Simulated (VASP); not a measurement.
# TiNi (P4/mmm) in VASP: notebook, part 2 of 2

VASP 6.6.1. Earlier steps stand in the parts before.

### Step 3. Vibrations by perturbation theory, LDA (12.30 Å³/atom)

File INCAR:

```
ALGO     = Normal         # electronic algorithm
EDIFF    = 1E-8           # SCF threshold, eV
ENCUT    = 520            # plane-wave cutoff, eV
GGA      = CA             # functional
IBRION   = 8              # ionic algorithm
ISIF     = 2              # what is computed and relaxed
ISMEAR   = -1             # smearing method
LASPH    = T              # aspherical terms in the spheres
LCHARG   = F              # write CHGCAR
LREAL    = F              # projectors in reciprocal space
LWAVE    = F              # write WAVECAR
NBANDS   = 18             # bands
NELM     = 60             # most SCF steps
NSW      = 1              # ionic steps
PREC     = Accurate       # precision mode
SIGMA    = 0.05           # smearing width, eV
```

File KPOINTS:

```
k-points
0
Gamma
  14 14 10
```

File POSCAR:

```
TiNi
1.0
    2.6886645908      0.0000000000      0.0000000000
    0.0000000000      2.6886645908      0.0000000000
    0.0000000000      0.0000000000      3.4031188882
Ti Ni
1 1
Direct
    0.5000000000      0.5000000000      0.5000000000
    0.0000000000      0.0000000000      0.0000000000
```

Potentials or basis: VASP PAW LDA potentials, release 64 (Ti_sv, Ni).

Launch:

```bash
$ cat potpaw_LDA.64/Ti_sv/POTCAR potpaw_LDA.64/Ni/POTCAR > POTCAR
$ mpirun -np 1 vasp_std > vasp.out
```

OUTCAR:

```text
EDIFF = 1E-8
   ENCUT = 520
   GGA = CA
   IBRION = 8
   ISIF = 2
   ISMEAR = -1
   LASPH = T
   LREAL = F
   NELM = 60
   NSW = 1
   PREC = Accurate

 ion  position               nearest neighbor table
   1  0.500  0.500  0.500-   2 2.55   2 2.55   2 2.55   2 2.55   2 2.55   2 2.55   2 2.55   2 2.55

   2  0.000  0.000  0.000-   1 2.55   1 2.55   1 2.55   1 2.55   1 2.55   1 2.55   1 2.55   1 2.55

  LATTYP: Found a simple tetragonal cell.
 ALAT       =     2.6886645908
 C/A-ratio  =     1.2657283098

  Lattice vectors:

 A1 = (   2.6886645908,   0.0000000000,   0.0000000000)
 A2 = (   0.0000000000,   2.6886645908,   0.0000000000)
 A3 = (   0.0000000000,   0.0000000000,   3.4031188882)

Analysis of symmetry for initial positions (statically):
=====================================================================
 Subroutine PRICEL returns:
 Original cell was already a primitive cell.

 Routine SETGRP: Setting up the symmetry group for a
 simple tetragonal supercell.

 Subroutine GETGRP returns: Found 16 space group operations
 (whereof 16 operations were pure point group operations)
 out of a pool of 16 trial point group operations.

The static configuration has the point symmetry D_4h.

Analysis of symmetry for dynamics (positions and initial velocities):
=====================================================================
 Subroutine PRICEL returns:
 Original cell was already a primitive cell.

 Routine SETGRP: Setting up the symmetry group for a
 simple tetragonal supercell.

 Subroutine GETGRP returns: Found 16 space group operations
 (whereof 16 operations were pure point group operations)
 out of a pool of 16 trial point group operations.

The dynamic configuration has the point symmetry D_4h.

 Subroutine INISYM returns: Found 16 space group operations
 (whereof 16 operations are pure point group operations),
 and found     1 'primitive' translations

----------------------------------------------------------------------------------------

                                     Primitive cell

  volume of cell :      24.6009

  direct lattice vectors                    reciprocal lattice vectors
     2.688664591  0.000000000  0.000000000     0.371931852  0.000000000  0.000000000
     0.000000000  2.688664591  0.000000000     0.000000000  0.371931852  0.000000000
     0.000000000  0.000000000  3.403118888     0.000000000  0.000000000  0.293848094

  length of vectors
     2.688664591  2.688664591  3.403118888     0.371931852  0.371931852  0.293848094

  position of ions in fractional coordinates (direct lattice)
     0.500000000  0.500000000  0.500000000
     0.000000000  0.000000000  0.000000000

  ion indices of the primitive-cell ions
   primitive index   ion index
                 1           1
                 2           2
[... 118 lines left out ...]
  free energy    TOTEN  =       -15.87793072 eV

  energy without entropy =      -15.85772059  energy(sigma->0) =      -15.86782566

 E-fermi :  10.2442     XC(G=0): -13.2596

 val. band max:       10.2316680273   @ k =   0.5000   0.0714   0.5000
 cond. band min:      10.2450536825   @ k =   0.2143   0.0714   0.1000
 fundamental gap:      0.0133856552
 Fermi energy:        10.2441596949

 k-point     1 :       0.0000    0.0000    0.0000
  band No.  band energies     occupation
      1     -45.8106      2.00000
      2     -22.4387      2.00000
      3     -22.0438      2.00000
      4     -22.0438      2.00000
      5       2.2974      2.00000
      6       5.8596      2.00000
[... 481 lines left out ...]
      5       5.5365      2.00000
      6       6.7561      2.00000
[... 10 lines left out ...]
     17      21.8683      0.00000
     18      22.2369      0.00000

 [... further k-points ...]
[... 5 lines left out ...]
  --------------------------------------------------------------------------------------
  -------------------------------------------------------------------------------------
  Total        0.4268288      0.4268288      0.4773420      0.0000000      0.0000000      0.0000000
  in kB       27.7980256     27.7980256     31.0877894      0.0000000      0.0000000      0.0000000
  external PRESSURE =      28.8946136 kB  Pullay stress =       0.0000000 kB

 VOLUME and BASIS-vectors are now :
 -----------------------------------------------------------------------------
  energy-cutoff  :      520.00
  volume of cell :       24.60
      direct lattice vectors                 reciprocal lattice vectors
     2.688664591  0.000000000  0.000000000     0.371931852  0.000000000  0.000000000
     0.000000000  2.688664591  0.000000000     0.000000000  0.371931852  0.000000000
     0.000000000  0.000000000  3.403118888     0.000000000  0.000000000  0.293848094

 POSITION                                       TOTAL-FORCE (eV/Angst)
 -----------------------------------------------------------------------------------
      1.34433      1.34433      1.70156         0.000000      0.000000      0.000000
      0.00000      0.00000      0.00000         0.000000      0.000000      0.000000
 -----------------------------------------------------------------------------------
    total drift:                                0.000000      0.000000      0.000000

  FREE ENERGIE OF THE ION-ELECTRON SYSTEM (eV)
  ---------------------------------------------------
  free  energy   TOTEN  =       -15.8779307209 eV

  energy  without entropy=      -15.8577205946  energy(sigma->0) =      -15.86782566

[... ionic steps 2 to 3 ...]

--------------------------------------- Ionic step        4  -------------------------------------------

------------------------ aborting loop because EDIFF is reached ----------------------------------------
[... 11 lines left out ...]
[... ionic steps 8 to 8 ...]

--------------------------------------- Ionic step        9  -------------------------------------------

 Free energy of the ion-electron system (eV)
  ---------------------------------------------------
  ---------------------------------------------------
  free energy    TOTEN  =        -0.19065181 eV

  energy without entropy =       -0.19065182

------------------------ aborting loop because EDIFF is reached ----------------------------------------

 INTERNAL STRAIN TENSOR  FOR ION    2  DIRECTION 3   (eV/Angst):
 -----------------------------------------------------------------------------
    -0.02787  0.00000 -0.00000
     0.00000 -0.02787  0.00000
    -0.00000  0.00000  0.03980

 INTERNAL STRAIN TENSOR FOR ION    2 for displacements in x,y,z  (eV/Angst):
          X           Y           Z          XY          YZ          ZX
  --------------------------------------------------------------------------------
  x     0.00000     0.00000     0.00000     0.00000     0.00000     0.00000
  y     0.00000     0.00000     0.00000     0.00000     0.00000     0.00000
  z     0.00000     0.00000     0.00000     0.00000     0.00000     0.00000

 SECOND DERIVATIVES (NOT SYMMETRIZED)
 ------------------------------------
               1X          1Y          1Z          2X          2Y          2Z
  1X    -4.424274    0.000000    0.000000    4.424274    0.000000    0.000000
  1Y     0.000000   -4.424274    0.000000    0.000000    4.424274    0.000000
  1Z     0.000000   -0.000000   -6.000107   -0.000000    0.000000    6.000107
  2X     4.421171    0.000000    0.000000   -4.421171    0.000000    0.000000
  2Y     0.000000    4.421171    0.000000    0.000000   -4.421171    0.000000
  2Z     0.000000    0.000000    6.016278    0.000000    0.000000   -6.016278

 Eigenvectors and eigenvalues of the dynamical matrix
 ----------------------------------------------------

   1 f  =    7.461935 THz    46.884721 2PiTHz  248.903364 cm-1    30.860070 meV
             X         Y         Z           dx          dy          dz
      1.344332  1.344332  1.701559    -0.000000   -0.000000   -0.741655
      0.000000  0.000000  0.000000    -0.000000    0.000000    0.670782
[... 21 lines left out ...]
   6 f/i=    0.004996 THz     0.031388 2PiTHz    0.166636 cm-1     0.020660 meV
             X         Y         Z           dx          dy          dz
      1.344332  1.344332  1.701559    -0.000000    0.000000    0.670782
      0.000000  0.000000  0.000000    -0.000000    0.000000    0.741655

--------------------------------------------------------------------------------------------------------

 ELASTIC MODULI CONTR FROM IONIC RELAXATION (kBar)
 Direction    XX          YY          ZZ          XY          YZ          ZX
 --------------------------------------------------------------------------------
 XX           0.0000      0.0000      0.0000      0.0000      0.0000      0.0000
 YY           0.0000      0.0000      0.0000      0.0000      0.0000      0.0000
 ZZ           0.0000      0.0000      0.0000      0.0000      0.0000      0.0000
 XY           0.0000      0.0000      0.0000      0.0000      0.0000      0.0000
 YZ           0.0000      0.0000      0.0000      0.0000      0.0000      0.0000
 ZX           0.0000      0.0000      0.0000      0.0000      0.0000      0.0000
 --------------------------------------------------------------------------------
```

Wall time 8.2 min (1 thread of Intel Xeon 6975P-C (Granite Rapids), shared host); peak memory 0.6 GiB.

What came out:

| Quantity | Value |
| --- | --- |
| Highest phonon frequency at Γ | 249 cm⁻¹ |

Phonon frequencies in cm⁻¹ (negative: imaginary):
| q point | frequencies |
| --- | --- |
| (0.000, 0.000, 0.000) | 0 0 0 214 214 249 |

Caveat: the cell stands under pressure or tension, which shifts response properties. Spin polarisation is off, so any magnetic state and its effect on volume and gap are missing.

### Step 4. Vibrations by perturbation theory, LDA

This run uses another cell than the first one, of 12.49 Å³/atom.

File INCAR:

```
PREC = Accurate ; ENCUT = 520
EDIFF = 1E-8 ; ISMEAR = -1
SIGMA = 0.05 ; LREAL = False
LASPH = True ; NELM = 100
ALGO = Normal ; ISIF = 2
LWAVE = False ; LCHARG = False
GGA = CA ; NBANDS = 18
IBRION = 8 ; NSW = 1
```

File KPOINTS:

```
regular mesh
0
Gamma
  14 14 10
```

File POSCAR:

```
TiNi
1.0
    2.7022439353      0.0000000000      0.0000000000
    0.0000000000      2.7022439353      0.0000000000
    0.0000000000      0.0000000000      3.4203066488
Ti Ni
1 1
Direct
    0.5000000000      0.5000000000      0.5000000000
    0.0000000000      0.0000000000      0.0000000000
```

Potentials or basis: VASP PAW LDA potentials, release 64 (Ti_sv, Ni).

Launch:

```bash
$ cat potpaw_LDA.64/Ti_sv/POTCAR potpaw_LDA.64/Ni/POTCAR > POTCAR
$ mpirun -np 1 vasp_std > vasp.out
```

OUTCAR:

```text
PREC = Accurate
   ENCUT = 520
   EDIFF = 1E-8
   ISMEAR = -1
   LREAL = False
   LASPH = True
   NELM = 100
   ISIF = 2
   GGA = CA
   IBRION = 8
   NSW = 1

 ion  position               nearest neighbor table
   1  0.500  0.500  0.500-   2 2.56   2 2.56   2 2.56   2 2.56   2 2.56   2 2.56   2 2.56   2 2.56

   2  0.000  0.000  0.000-   1 2.56   1 2.56   1 2.56   1 2.56   1 2.56   1 2.56   1 2.56   1 2.56

  LATTYP: Found a simple tetragonal cell.
 ALAT       =     2.7022439353
 C/A-ratio  =     1.2657283098

  Lattice vectors:
[... 769 lines left out ...]
               1X          1Y          1Z          2X          2Y          2Z
  1X    -4.177752    0.000000    0.000000    4.177752    0.000000    0.000000
  1Y     0.000000   -4.177752    0.000000    0.000000    4.177752    0.000000
  1Z     0.000000    0.000000   -5.541326   -0.000000   -0.000000    5.541326
  2X     4.184512    0.000000    0.000000   -4.184512    0.000000    0.000000
  2Y     0.000000    4.184512    0.000000    0.000000   -4.184512    0.000000
  2Z     0.000000    0.000000    5.552743    0.000000    0.000000   -5.552743

 Eigenvectors and eigenvalues of the dynamical matrix
 ----------------------------------------------------

   1 f  =    7.169963 THz    45.050205 2PiTHz  239.164218 cm-1    29.652571 meV
             X         Y         Z           dx          dy          dz
      1.351122  1.351122  1.710153     0.000000    0.000000    0.741760
      0.000000  0.000000  0.000000     0.000000    0.000000   -0.670665
[... 21 lines left out ...]
   6 f/i=    0.003671 THz     0.023063 2PiTHz    0.122436 cm-1     0.015180 meV
             X         Y         Z           dx          dy          dz
      1.351122  1.351122  1.710153     0.000000    0.000000   -0.670665
      0.000000  0.000000  0.000000     0.000000    0.000000   -0.741760

--------------------------------------------------------------------------------------------------------

 ELASTIC MODULI CONTR FROM IONIC RELAXATION (kBar)
 Direction    XX          YY          ZZ          XY          YZ          ZX
 --------------------------------------------------------------------------------
 XX           0.0000      0.0000      0.0000      0.0000      0.0000      0.0000
 YY           0.0000      0.0000      0.0000      0.0000      0.0000      0.0000
 ZZ           0.0000      0.0000      0.0000      0.0000      0.0000      0.0000
 XY           0.0000      0.0000      0.0000      0.0000      0.0000      0.0000
 YZ           0.0000      0.0000      0.0000      0.0000      0.0000      0.0000
 ZX           0.0000      0.0000      0.0000      0.0000      0.0000      0.0000
 --------------------------------------------------------------------------------
```

OSZICAR:

```text
N       E                     dE             d eps       ncg     rms          rms(c)
DAV:   1     0.170136585488E+03    0.17014E+03   -0.11120E+04  7936   0.163E+03
[... 101 lines left out ...]
RMM:   6    -0.190604793178E+00    0.17215E-05   -0.19509E-05 13322   0.437E-02    0.343E-03
RMM:   7    -0.190595670618E+00    0.91226E-05   -0.56728E-06 16811   0.144E-02    0.166E-03
RMM:   8    -0.190586163210E+00    0.95074E-05   -0.78022E-07 16257   0.518E-03    0.408E-04
RMM:   9    -0.190583902638E+00    0.22606E-05   -0.22188E-07 17996   0.215E-03    0.179E-04
RMM:  10    -0.190582467752E+00    0.14349E-05   -0.56025E-08 17081   0.979E-04    0.405E-05
RMM:  11    -0.190582033525E+00    0.43423E-06    0.10424E-08 17305   0.472E-04    0.182E-05
RMM:  12    -0.190582036589E+00   -0.30641E-08   -0.10585E-08 17792   0.240E-04    0.760E-06
 Linear response finished
```

stdout:

```text
POSCAR found type information on POSCAR TiNi
 POSCAR found :  2 types and       2 ions
 scaLAPACK will be used
 LDA part: xc-table for (Slater(with rela. corr.)+CA(PZ))
 , standard interpolation
 POSCAR, INCAR and KPOINTS ok, starting setup
 FFT: planning ... GRIDC
 FFT: planning ... GRID_SOFT
 FFT: planning ... GRID
 WAVECAR not read
 entering main loop
 Linear response reoptimize wavefunctions to high precision
 Linear response DOF=           4
 Linear response progress:
 first order change of Fermi-energy  -0.11931E-02
 force on displaced ion       1 direction 1 :  -4.178   0.000   0.000
 Linear response progress:
 first order change of Fermi-energy   0.28153E-02
 force on displaced ion       1 direction 3 :   0.000   0.000  -5.541
 Linear response progress:
 first order change of Fermi-energy   0.12405E-02
 force on displaced ion       2 direction 1 :  -4.185   0.000   0.000
 Linear response progress:
 first order change of Fermi-energy  -0.24621E-02
 force on displaced ion       2 direction 3 :   0.000   0.000  -5.553
 Linear response finished
```

Run time: 9.1 min. Hardware: 1 thread of Intel Xeon 6975P-C (Granite Rapids), shared host; peak memory 0.46 GiB.

What came out:

```yaml
Highest_phonon_frequency_at_Γ: 239 cm⁻¹
```

Phonon frequencies in cm⁻¹ (negative: imaginary):
| q point | frequencies |
| --- | --- |
| (0.000, 0.000, 0.000) | 0 0 0 208 208 239 |

Spin polarisation is off, so any magnetic state and its effect on volume and gap are missing.
